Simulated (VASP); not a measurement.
Crystal: MnO.

```
Mn O
1.0
     0.00000    2.20500    2.20500
     2.20500    0.00000    2.20500
     2.20500    2.20500    0.00000
Mn O
1 1
Direct
  0.00000 0.00000 0.00000
  0.50000 0.50000 0.50000
```

Base run:

- Program: VASP 6.6.1
- Functional: PBE
- Potentials or basis: VASP PAW PBE potentials, release 64 (Mn_pv, O)
- Cutoff: 520 eV
- k mesh: 9 × 9 × 9
- Occupations: fermi-dirac, width 0.03 eV
- Spin: collinear spin, ferromagnetic start
- Starting moments: [5.0, 0.0] μB
- Fixed moment: 5 μB
- Hubbard terms: Mn d U = 2.7 eV

Its results: pressure 11.4 GPa; site moments Mn +4.58; O +0.19 μB.

**Question.** The run is repeated on the same cell with these changes: fixed moment from 5 μB to 1 μB; moments at the start from [5.0, 0.0] to [1.0, 0.0]. What comes out?

**Answer.** Pressure -26.7 GPa; site moments Mn +0.95; O +0.09 μB.

Caveats: the total moment is fixed, so each spin has its own Fermi level; a cell with one magnetic atom can't hold antiferromagnetic order, which such compounds often take; the cell stands under pressure (at least some runs); the cell stands under tension (at least some runs).
